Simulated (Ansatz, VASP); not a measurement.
**Two plane-wave programs on MgVFeP2O8F2**

Contents of INCAR:

```
ALGO = Normal
EDIFF = 1E-8
ENCUT = 520
GGA = PE
GGA_COMPAT = False
ISIF = 2
ISMEAR = -1
ISPIN = 2
KPAR = 4
LASPH = True
LCHARG = False
LEFG = True
LMAXMIX = 4
LORBIT = 11
LREAL = False
LWAVE = False
MAGMOM = 0 1 4 0 0 0 0 0 0 0 0 0 0 0 0
NBANDS = 64
NELM = 200
PREC = Accurate
SIGMA = 0.02
```

File KPOINTS:

```
k-points
0
Gamma
  5 5 4
```

Contents of POSCAR:

```
MgVFeP2O8F2
1.0
    5.2157105377      0.0000000000      0.0000000000
   -0.6523413150      5.3759057865      0.0000000000
   -2.0959764692     -2.8438796852      6.5644126239
Mg V Fe P O F
1 1 1 2 8 2
Direct
    0.0843561400      0.4369606700      0.8318519100
    0.0015271100      0.0067566200      0.0120188700
    0.4855611200      0.4984880800      0.4887761900
    0.4419115600      0.1177741700      0.7627979400
    0.5667528900      0.8795781300      0.2403996400
    0.2954309200      0.1761151300      0.9254877900
    0.3529876000      0.8178607100      0.6239675000
    0.3390693400      0.3150489800      0.6620219800
    0.2530722300      0.7823572300      0.0946889200
    0.7642522300      0.2082849700      0.8649732000
    0.6303099000      0.6835349400      0.3439234000
    0.6289916100      0.1716828100      0.3976240100
    0.7267595900      0.8516840900      0.0921463800
    0.1320183800      0.3298355900      0.2705493500
    0.8594993600      0.6615378800      0.7369879100
```

Input for Ansatz:

```yaml
crystal:
  lattice:
    - [5.2157105377, 0.0, 0.0]
    - [-0.652341315, 5.3759057865, 0.0]
    - [-2.0959764692, -2.8438796852, 6.5644126239]
  atoms:
    - { symbol: Mg, position: [0.08435614, 0.43696067, 0.83185191] }
    - { symbol: V, position: [0.00152711, 0.00675662, 0.01201887], spin: 1.0 }
    - { symbol: Fe, position: [0.48556112, 0.49848808, 0.48877619], spin: 4.0 }
    - { symbol: P, position: [0.44191156, 0.11777417, 0.76279794] }
    - { symbol: P, position: [0.56675289, 0.87957813, 0.24039964] }
    - { symbol: O, position: [0.29543092, 0.17611513, 0.92548779] }
    - { symbol: O, position: [0.3529876, 0.81786071, 0.6239675] }
    - { symbol: O, position: [0.33906934, 0.31504898, 0.66202198] }
    - { symbol: O, position: [0.25307223, 0.78235723, 0.09468892] }
    - { symbol: O, position: [0.76425223, 0.20828497, 0.8649732] }
    - { symbol: O, position: [0.6303099, 0.68353494, 0.3439234] }
    - { symbol: O, position: [0.62899161, 0.17168281, 0.39762401] }
    - { symbol: O, position: [0.72675959, 0.85168409, 0.09214638] }
    - { symbol: F, position: [0.13201838, 0.32983559, 0.27054935] }
    - { symbol: F, position: [0.85949936, 0.66153788, 0.73698791] }
magnetization:
  spin_polarized: true
kpoints:
  mp_grid: { grid: [5, 5, 4] }
scf:
  occupations: { method: fermi_dirac, width: 0.02 }
hamiltonian:
  xc: pbe
  pseudopotentials: { kind: paw }
output:
  forces: true
  stress: true
  populations: true
  efg:
    quadrupole_moments_barn: { Mg: 0.1994, V: -0.052, Fe: 0.16, O: -0.02558 }
    contact_densities: true
```

Alike in both runs: task electric field gradients; functional PBE; k mesh 5 × 5 × 4; occupations fermi-dirac, width 0.02 eV; collinear spin.

|  | VASP | Ansatz |
| --- | --- | --- |
| version | VASP 6.6.1 | Ansatz 0.2.0 |
| potentials or method | VASP PAW PBE potentials, release 64 (Mg, V_sv, Fe, P, O, F) | plane-wave PAW, scalar-relativistic |
| plane-wave cutoff (eV) | 520 | 420 |
| valence electrons in the cell | 95 | 111 |

|  | VASP | Ansatz | Ansatz less VASP |
| --- | --- | --- | --- |
| pressure (GPa) | -1.0 | -0.6 | +0.38 |
| traceless stress, the component that is largest in VASP (GPa) | -0.38 | -0.36 | +0.021 |
| rms of the force components (eV/Å) | 0.327 | 0.324 | -0.0037 |
| net moment per atom (μB) | 0.20 | 0.20 | 0.000 |
| size of the moment on the site where the two differ most (μB) | 1.69 | 1.37 | -0.319 |
| size of Vzz on the site where it differs most (V/Å²) | 42.8 | 54.0 | +11.22 |

Site moments also hang on the region over which each program counts them. Atom by atom the forces differ by 0.038 eV/Å (rms over components). VASP's potentials hold 95 valence electrons a cell and Ansatz's 111, so a difference there can come from the potentials and not from the codes. Ansatz's warnings: seeded moment not kept, stability check not made.
